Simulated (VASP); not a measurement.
# Ge (P6_3/mmc) in VASP: notebook, part 2 of 2

VASP 6.6.1. Earlier steps stand in the parts before.

## 4. Single point, r2SCAN

This run uses another cell than the first one, of 23.97 Å³/atom, 1.050 times its volume.

POSCAR reads:

```
Ge
1.0
    4.0631318465      0.0000000000      0.0000000000
   -2.0315659232      3.5187753677      0.0000000000
    0.0000000000      0.0000000000      6.7075837564
Ge
4
Direct
    0.6666666667      0.3333333333      0.0629010000
    0.3333333333      0.6666666667      0.5629010000
    0.6666666667      0.3333333333      0.4370990000
    0.3333333333      0.6666666667      0.9370990000
```

INCAR.step1 reads:

```
PREC = Accurate
ENCUT = 520
ISMEAR = 1
SIGMA = 0.15
LREAL = False
LASPH = True
NELM = 60
NBANDS = 36
GGA = PE
ALGO = Normal
EDIFF = 1E-4
LWAVE = True
LCHARG = False
```

INCAR.step2 reads:

```
PREC = Accurate
ENCUT = 520
EDIFF = 1E-6
ISMEAR = 1
SIGMA = 0.15
LREAL = False
LASPH = True
NELM = 60
ALGO = Normal
ISIF = 2
LWAVE = False
LCHARG = True
METAGGA = R2SCAN
LMIXTAU = True
LELF = True
LVHAR = True
NBANDS = 36
ISTART = 1
```

KPOINTS reads:

```
Automatic mesh
0
Gamma
  7 7 4
```

Potentials or basis: VASP PAW PBE potentials, release 64 (Ge_d).

Launch:

```
> cat potpaw_PBE.64/Ge_d/POTCAR > POTCAR
> cp INCAR.step1 INCAR
> mpirun -np 1 vasp_std > vasp.out
> cp INCAR.step2 INCAR
> mpirun -np 1 vasp_std > vasp.out
```

OUTCAR:

```text
PREC = Accurate
   ENCUT = 520
   EDIFF = 1E-6
   ISMEAR = 1
   LREAL = False
   LASPH = True
   NELM = 60
   ISIF = 2
   METAGGA = R2SCAN
   ISTART = 1

 ion  position               nearest neighbor table
   1  0.667  0.333  0.063-   4 2.49   4 2.49   4 2.49   3 2.51
   2  0.333  0.667  0.563-   3 2.49   3 2.49   3 2.49   4 2.51
   3  0.667  0.333  0.437-   2 2.49   2 2.49   2 2.49   1 2.51
   4  0.333  0.667  0.937-   1 2.49   1 2.49   1 2.49   2 2.51

  LATTYP: Found a hexagonal cell.
 ALAT       =     4.0631318465
 C/A-ratio  =     1.6508407824

  Lattice vectors:

 A1 = (   4.0631318465,   0.0000000000,   0.0000000000)
 A2 = (  -2.0315659232,   3.5187753677,   0.0000000000)
 A3 = (   0.0000000000,   0.0000000000,   6.7075837564)

Analysis of symmetry for initial positions (statically):
=====================================================================
 Subroutine PRICEL returns:
 Original cell was already a primitive cell.

 Routine SETGRP: Setting up the symmetry group for a
 hexagonal supercell.

 Subroutine GETGRP returns: Found 24 space group operations
 (whereof 12 operations were pure point group operations)
 out of a pool of 24 trial point group operations.

The static configuration has the point symmetry D_3d.
 The point group associated with its full space group is D_6h.

Analysis of symmetry for dynamics (positions and initial velocities):
=====================================================================
 Subroutine PRICEL returns:
 Original cell was already a primitive cell.

 Routine SETGRP: Setting up the symmetry group for a
 hexagonal supercell.

 Subroutine GETGRP returns: Found 24 space group operations
 (whereof 12 operations were pure point group operations)
 out of a pool of 24 trial point group operations.

The dynamic configuration has the point symmetry D_3d.
 The point group associated with its full space group is D_6h.
[... 118 lines left out ...]
   EFERMI_NEDOS =   21; number of points for ismear=-14 and -15
   IALGO  =     38    algorithm
   IMIX   =      4    mixing-type and parameters
     AMIX     =   0.40;   BMIX     =  1.00
     AMIX_MAG =   1.60;   BMIX_MAG =  1.00
  volume/ion in A,a.u.               =      23.97       161.79
  Fermi-wavevector in a.u.,A,eV,Ry     =   1.368352  2.585811 25.475393  1.872389
  Thomas-Fermi vector in A             =   2.494324
   LORBIT       =      0    0 simple, 1 ext, 2 COOP (PROOUT), +10 PAW based schemes
   METAGGA = R2SCAN    functional components
   LHFCALC =     F    Hartree Fock is set to
   AEXX    =    0.0000 exact exchange contribution
   IVDW    =     0    specifies the selected vdW correction
   LEPSILON=     F    determine dielectric tensor
   LRPA    =     F    only Hartree local field effects (RPA)
 non-spin polarized calculation
 Methfessel and Paxton  Order N= 1 SIGMA  =   0.15
  energy-cutoff  :      520.00
  volume of cell :       95.90
 maximum number of plane-waves:      2607
 NGX is ok and might be reduce to    30
   NGX = 15   NGY = 15   NGZ = 25

 number of electron      55.9999978 magnetization

 Free energy of the ion-electron system (eV)
  ---------------------------------------------------
  ext. energy  EPLUGINS =         0.00000000
  ---------------------------------------------------
  free energy    TOTEN  =       -55.35965178 eV

  energy without entropy =      -55.35968073  energy(sigma->0) =      -55.35966143

 E-fermi :   4.3641     XC(G=0): -10.5168

 val. band max:        4.3586927717   @ k =   0.0000   0.0000   0.0000
 cond. band min:       4.4178790088   @ k =   0.0000   0.0000   0.0000
 fundamental gap:      0.0591862371
 Fermi energy:         4.3640999157

 k-point     1 :       0.0000    0.0000    0.0000
  band No.  band energies     occupation
      1     -21.1952      2.00000
      2     -21.1952      2.00000
      3     -21.1607      2.00000
      4     -21.1600      2.00000
      5     -21.1600      2.00000
      6     -21.1486      2.00000
[... 925 lines left out ...]
     35      10.6288      0.00000
     36      10.6288      0.00000

------------------------ aborting loop because EDIFF is reached ----------------------------------------

  FORCE on cell =-STRESS in cart. coord.  units (eV):
  Direction    XX          YY          ZZ          XY          YZ          ZX
  --------------------------------------------------------------------------------------
  -------------------------------------------------------------------------------------
  Total       -1.7711046     -1.7711046     -1.8319249     -0.0000000      0.0000000      0.0000000
  in kB      -29.5894053    -29.5894048    -30.6055147     -0.0000000      0.0000000      0.0000000
  external PRESSURE =     -29.9281083 kB  Pullay stress =       0.0000000 kB

 VOLUME and BASIS-vectors are now :
 -----------------------------------------------------------------------------
  energy-cutoff  :      520.00
  volume of cell :       95.90
      direct lattice vectors                 reciprocal lattice vectors
     4.063131847  0.000000000  0.000000000     0.246115567  0.142094890  0.000000000
    -2.031565923  3.518775368  0.000000000     0.000000000  0.284189781  0.000000000
     0.000000000  0.000000000  6.707583756     0.000000000  0.000000000  0.149084981

 POSITION                                       TOTAL-FORCE (eV/Angst)
 -----------------------------------------------------------------------------------
      2.03157      1.17293      0.42191        -0.000000      0.000000      0.003443
     -0.00000      2.34585      3.77571         0.000000     -0.000000      0.003443
      2.03157      1.17293      2.93188        -0.000000      0.000000     -0.003443
     -0.00000      2.34585      6.28567         0.000000     -0.000000     -0.003443
 -----------------------------------------------------------------------------------
    total drift:                               -0.000000      0.000000     -0.000000

  FREE ENERGIE OF THE ION-ELECTRON SYSTEM (eV)
  ---------------------------------------------------
  free  energy   TOTEN  =       -55.3596517823 eV

  energy  without entropy=      -55.3596807263  energy(sigma->0) =      -55.35966143
```

OSZICAR.step1:

```text
N       E                     dE             d eps       ncg     rms          rms(c)
DAV:   1     0.501768113097E+03    0.50177E+03   -0.28333E+04  2016   0.418E+03
DAV:   2     0.695739318442E+02   -0.43219E+03   -0.42094E+03  1728   0.812E+02
DAV:   3    -0.133531975556E+02   -0.82927E+02   -0.81877E+02  1896   0.207E+02
DAV:   4    -0.180347144344E+02   -0.46815E+01   -0.46621E+01  2016   0.570E+01
DAV:   5    -0.181315754704E+02   -0.96861E-01   -0.96828E-01  1932   0.908E+00    0.422E+00
DAV:   6    -0.180354891083E+02    0.96086E-01   -0.62287E-02  1920   0.206E+00    0.249E+00
DAV:   7    -0.179822350602E+02    0.53254E-01   -0.90352E-02  1860   0.216E+00    0.188E-01
DAV:   8    -0.179856113943E+02   -0.33763E-02   -0.11815E-02  1904   0.102E+00    0.882E-02
DAV:   9    -0.179865228660E+02   -0.91147E-03   -0.90200E-04  1500   0.127E-01    0.216E-02
DAV:  10    -0.179865867206E+02   -0.63855E-04   -0.10910E-04  1504   0.104E-01
   1 F= -.17986587E+02 E0= -.17986833E+02  d E =0.737695E-03
```

Run time: 1.9 min. Hardware: 1 thread of Intel Xeon 6975P-C (Granite Rapids), shared host; peak memory 0.23 GiB.

Results:

```
Free energy            : -55.3597 eV
Pressure               : -3.0 GPa
Largest force          : 0.003 eV/Å
Band gap on the k mesh : 0.06 eV, direct
```

Forces on the atoms (eV/Å):
```
Ge   0.000  0.000  0.003
Ge   0.000  0.000  0.003
Ge   0.000  0.000 -0.003
Ge   0.000  0.000 -0.003
```

Levels at points of the mesh, in eV from the valence-band top:
```
           k point  band 25  band 26  band 27  band 28  band 29  band 30  band 31  band 32
(0.00, 0.00, 0.00)    -1.53    -0.21    -0.15     0.00     0.06     0.06     2.37     2.37
(0.00, 0.00, 0.50)    -0.90    -0.90    -0.90    -0.90     0.75     0.75     3.49     3.49
```

Caveat: the PAW data sets were made with another functional, which shifts forces and pressure a little. A k mesh can miss the band edges.

## 5. Single point, r2SCAN

This run uses another cell than the first one, of 24.55 Å³/atom, 1.075 times its volume.

POSCAR reads:

```
Ge
1.0
    4.0951263279      0.0000000000      0.0000000000
   -2.0475631640      3.5464834011      0.0000000000
    0.0000000000      0.0000000000      6.7604015512
Ge
4
Direct
    0.6666666667      0.3333333333      0.0629010000
    0.3333333333      0.6666666667      0.5629010000
    0.6666666667      0.3333333333      0.4370990000
    0.3333333333      0.6666666667      0.9370990000
```

INCAR.step1 reads:

```
PREC = Accurate
ENCUT = 520
ISMEAR = 1
SIGMA = 0.15
LREAL = F
LASPH = T
NELM = 60
NBANDS = 36
GGA = PE
ALGO = Normal
EDIFF = 1E-4
LWAVE = T
LCHARG = F
```

INCAR.step2 reads:

```
PREC = Accurate
ENCUT = 520
EDIFF = 1E-6
ISMEAR = 1
SIGMA = 0.15
LREAL = F
LASPH = T
NELM = 60
ALGO = Normal
ISIF = 2
LWAVE = F
LCHARG = F
METAGGA = R2SCAN
LMIXTAU = T
NBANDS = 36
ISTART = 1
```

KPOINTS is that of step 4.

Launch:

```
> cat potpaw_PBE.64/Ge_d/POTCAR > POTCAR
> cp INCAR.step1 INCAR
> mpirun -np 1 vasp_std > vasp.out
> cp INCAR.step2 INCAR
> mpirun -np 1 vasp_std > vasp.out
```

Wall time 2 min (1 thread of Intel Xeon 6975P-C (Granite Rapids), shared host); peak memory 0.23 GiB.

Results (log left out):

| Item | Value |
| --- | --- |
| Free energy | -55.3088 eV |
| Pressure | -4.3 GPa |
| Largest force | 0.011 eV/Å |
| Band gap on the k mesh | 0.12 eV, direct |

Forces on the atoms (eV/Å):
```
Ge   0.000  0.000 -0.011
Ge   0.000  0.000 -0.011
Ge   0.000  0.000  0.011
Ge   0.000  0.000  0.011
```

Stress tensor (GPa, compression positive):
```
-4.21  0.00  0.00
 0.00 -4.21  0.00
 0.00  0.00 -4.38
```

Levels at points of the mesh, in eV from the valence-band top:
```csv
k point,band 26,band 27,band 28,band 29,band 30,band 31
"(0.00, 0.00, 0.00)",-0.31,-0.14,0.00,0.12,0.12,2.43
"(0.00, 0.00, 0.50)",-0.82,-0.82,-0.82,0.73,0.73,3.53
```

Caveat: the PAW data sets were made with another functional, which shifts forces and pressure a little. A k mesh can miss the band edges.

## 6. Single point, r2SCAN

This run uses another cell than the first one, of 25.12 Å³/atom, 1.100 times its volume.

POSCAR reads:

```
Ge
1.0
    4.1266285376      0.0000000000      0.0000000000
   -2.0633142688      3.5737651148      0.0000000000
    0.0000000000      0.0000000000      6.8124066838
Ge
4
Direct
    0.6666666667      0.3333333333      0.0629010000
    0.3333333333      0.6666666667      0.5629010000
    0.6666666667      0.3333333333      0.4370990000
    0.3333333333      0.6666666667      0.9370990000
```

INCAR.step1 reads:

```
  ALGO = Normal
  EDIFF = 1E-4
  ENCUT = 520
  GGA = PE
  ISMEAR = 1
  LASPH = T
  LCHARG = F
  LREAL = F
  LWAVE = T
  NBANDS = 36
  NELM = 60
  PREC = Accurate
  SIGMA = 0.15
```

INCAR.step2 reads:

```
  ALGO = Normal
  EDIFF = 1E-6
  ENCUT = 520
  ISIF = 2
  ISMEAR = 1
  ISTART = 1
  LASPH = T
  LCHARG = T
  LELF = T
  LMIXTAU = T
  LREAL = F
  LVHAR = T
  LWAVE = F
  METAGGA = R2SCAN
  NBANDS = 36
  NELM = 60
  PREC = Accurate
  SIGMA = 0.15
```

KPOINTS reads:

```
k-points
0
Gamma
  7 7 4
```

Potentials or basis: VASP PAW PBE potentials, release 64 (Ge_d).

Launch:

```
> cat potpaw_PBE.64/Ge_d/POTCAR > POTCAR
> cp INCAR.step1 INCAR
> mpirun -np 1 vasp_std > vasp.out
> cp INCAR.step2 INCAR
> mpirun -np 1 vasp_std > vasp.out
```

OUTCAR:

```text
EDIFF = 1E-6
   ENCUT = 520
   ISIF = 2
   ISMEAR = 1
   ISTART = 1
   LASPH = T
   LREAL = F
   METAGGA = R2SCAN
   NELM = 60
   PREC = Accurate

 ion  position               nearest neighbor table
   1  0.667  0.333  0.063-   4 2.53   4 2.53   4 2.53   3 2.55
   2  0.333  0.667  0.563-   3 2.53   3 2.53   3 2.53   4 2.55
   3  0.667  0.333  0.437-   2 2.53   2 2.53   2 2.53   1 2.55
   4  0.333  0.667  0.937-   1 2.53   1 2.53   1 2.53   2 2.55

  LATTYP: Found a hexagonal cell.
 ALAT       =     4.1266285376
 C/A-ratio  =     1.6508407824

  Lattice vectors:

 A1 = (   4.1266285376,   0.0000000000,   0.0000000000)
 A2 = (  -2.0633142688,   3.5737651148,   0.0000000000)
 A3 = (   0.0000000000,   0.0000000000,   6.8124066838)

Analysis of symmetry for initial positions (statically):
=====================================================================
 Subroutine PRICEL returns:
 Original cell was already a primitive cell.

[... 170 lines left out ...]
  ---------------------------------------------------
  free energy    TOTEN  =       -55.24067619 eV

  energy without entropy =      -55.24137829  energy(sigma->0) =      -55.24091022

 E-fermi :   3.8686     XC(G=0): -10.2809

 val. band max:        3.8148903821   @ k =   0.0000   0.0000   0.0000
 cond. band min:       3.9854446756   @ k =   0.0000   0.0000   0.0000
 fundamental gap:      0.1705542935
 Fermi energy:         3.8686347844

 k-point     1 :       0.0000    0.0000    0.0000
  band No.  band energies     occupation
      1     -21.5637      2.00000
      2     -21.5636      2.00000
      3     -21.5330      2.00000
      4     -21.5327      2.00000
      5     -21.5327      2.00000
      6     -21.5219      2.00000
[... 925 lines left out ...]
     35      10.0332      0.00000
     36      10.0332      0.00000

------------------------ aborting loop because EDIFF is reached ----------------------------------------

  FORCE on cell =-STRESS in cart. coord.  units (eV):
  Direction    XX          YY          ZZ          XY          YZ          ZX
  --------------------------------------------------------------------------------------
  -------------------------------------------------------------------------------------
  Total       -3.2934121     -3.2934120     -3.4023432      0.0000000      0.0000000      0.0000000
  in kB      -52.5212082    -52.5212073    -54.2583712      0.0000000      0.0000000      0.0000000
  external PRESSURE =     -53.1002622 kB  Pullay stress =       0.0000000 kB

 VOLUME and BASIS-vectors are now :
 -----------------------------------------------------------------------------
  energy-cutoff  :      520.00
  volume of cell :      100.47
      direct lattice vectors                 reciprocal lattice vectors
     4.126628538  0.000000000  0.000000000     0.242328572  0.139908467  0.000000000
    -2.063314269  3.573765115  0.000000000     0.000000000  0.279816935  0.000000000
     0.000000000  0.000000000  6.812406684     0.000000000  0.000000000  0.146791002

 POSITION                                       TOTAL-FORCE (eV/Angst)
 -----------------------------------------------------------------------------------
      2.06331      1.19126      0.42851         0.000000     -0.000000     -0.009085
     -0.00000      2.38251      3.83471        -0.000000      0.000000     -0.009085
      2.06331      1.19126      2.97770         0.000000     -0.000000      0.009085
     -0.00000      2.38251      6.38390        -0.000000      0.000000      0.009085
 -----------------------------------------------------------------------------------
    total drift:                               -0.000000      0.000000     -0.000000

  FREE ENERGIE OF THE ION-ELECTRON SYSTEM (eV)
  ---------------------------------------------------
  free  energy   TOTEN  =       -55.2406761885 eV

  energy  without entropy=      -55.2413782884  energy(sigma->0) =      -55.24091022
```

OSZICAR.step1:

```text
N       E                     dE             d eps       ncg     rms          rms(c)
DAV:   1     0.507317813207E+03    0.50732E+03   -0.28412E+04  2020   0.414E+03
DAV:   2     0.707298516507E+02   -0.43659E+03   -0.42492E+03  1736   0.825E+02
DAV:   3    -0.131306508262E+02   -0.83861E+02   -0.82606E+02  1876   0.208E+02
DAV:   4    -0.179625505700E+02   -0.48319E+01   -0.48122E+01  2048   0.573E+01
DAV:   5    -0.180645478681E+02   -0.10200E+00   -0.10197E+00  1940   0.939E+00    0.395E+00
DAV:   6    -0.179853075594E+02    0.79240E-01   -0.60351E-02  1916   0.213E+00    0.234E+00
DAV:   7    -0.179402727723E+02    0.45035E-01   -0.78862E-02  1860   0.211E+00    0.184E-01
DAV:   8    -0.179434914469E+02   -0.32187E-02   -0.11321E-02  1912   0.104E+00    0.876E-02
DAV:   9    -0.179444321039E+02   -0.94066E-03   -0.87654E-04  1512   0.126E-01    0.233E-02
DAV:  10    -0.179445260239E+02   -0.93920E-04   -0.15368E-04  1496   0.115E-01
   1 F= -.17944526E+02 E0= -.17944452E+02  d E =-.223531E-03
```

Wall time 11 min (1 thread of AMD EPYC, shared host); peak memory 0.23 GiB.

Results:

- Free energy: -55.2407 eV
- Pressure: -5.3 GPa
- Largest force: 0.009 eV/Å
- Band gap on the k mesh: 0.17 eV, direct

Forces in eV/Å, atoms in the order of the input:
```
Ge   0.000  0.000 -0.009
Ge   0.000  0.000 -0.009
Ge   0.000  0.000  0.009
Ge   0.000  0.000  0.009
```

Caveat: the PAW data sets were made with another functional, which shifts forces and pressure a little.

## 7. The runs side by side

| cell | gap on the mesh (eV) | pressure (GPa) | largest force (eV/Å) |
| --- | --- | --- | --- |
| a = 3.998, b = 3.998, c = 6.599 Å, angles 90.0, 90.0, 120.0°, 4 atoms | 0.07 | 0.0 | 0.01 |
| a = 4.031, b = 4.031, c = 6.654 Å, angles 90.0, 90.0, 120.0°, 4 atoms | none | -1.6 | 0.01 |
| a = 4.063, b = 4.063, c = 6.708 Å, angles 90.0, 90.0, 120.0°, 4 atoms | 0.06 | -3.0 | - |
| a = 4.095, b = 4.095, c = 6.760 Å, angles 90.0, 90.0, 120.0°, 4 atoms | 0.12 | -4.3 | 0.01 |
| a = 4.127, b = 4.127, c = 6.812 Å, angles 90.0, 90.0, 120.0°, 4 atoms | 0.17 | -5.3 | 0.01 |

Alike in all rows: task single point; level r2SCAN; potentials or basis VASP PAW PBE potentials, release 64 (Ge_d); no spin polarisation; k mesh 7 × 7 × 4; cutoff (eV) 520; smearing methfessel-paxton 0.15 eV.

Caveats: the PAW data sets were made with another functional, which shifts forces and pressure a little.

Absolute energies hang on the potentials; compare differences alone.
